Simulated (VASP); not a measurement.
Runs of VASP 6.6.1 on B. The structure is that of space group P6/mmm (No. 191), or close to it. The cells are those of the table. This isn't the form of B at room conditions, which is rhombohedral.

```tsv
cell	gap on the mesh (eV)	pressure (GPa)
a = 1.797, b = 1.797, c = 3.262 Å, angles 90.0, 90.0, 120.0°, 1 atom	none	(a)
a = 1.750, b = 1.750, c = 3.439 Å, angles 90.0, 90.0, 120.0°, 1 atom	none	-12.4
a = 1.726, b = 1.726, c = 3.538 Å, angles 90.0, 90.0, 120.0°, 1 atom	none	(b)
a = 1.602, b = 1.602, c = 4.105 Å, angles 90.0, 90.0, 120.0°, 1 atom	none	40.9
a = 1.560, b = 1.560, c = 4.330 Å, angles 90.0, 90.0, 120.0°, 1 atom	none	61.2
```

Alike in all rows: task single point; level PBEsol; potentials or basis VASP PAW PBE potentials, release 64 (B); no spin polarisation; k mesh 36 × 36 × 14; cutoff (eV) 520; smearing gaussian 0.15 eV.

Estimate the missing entries.

(a) -23.2; (b) -5.5.

Caveats: the PAW data sets were made with another functional, which shifts forces and pressure a little; the cell stands under tension (at least some runs); the cell stands under pressure (at least some runs).

A gap of «none» marks levels without a gap at the run's occupations.
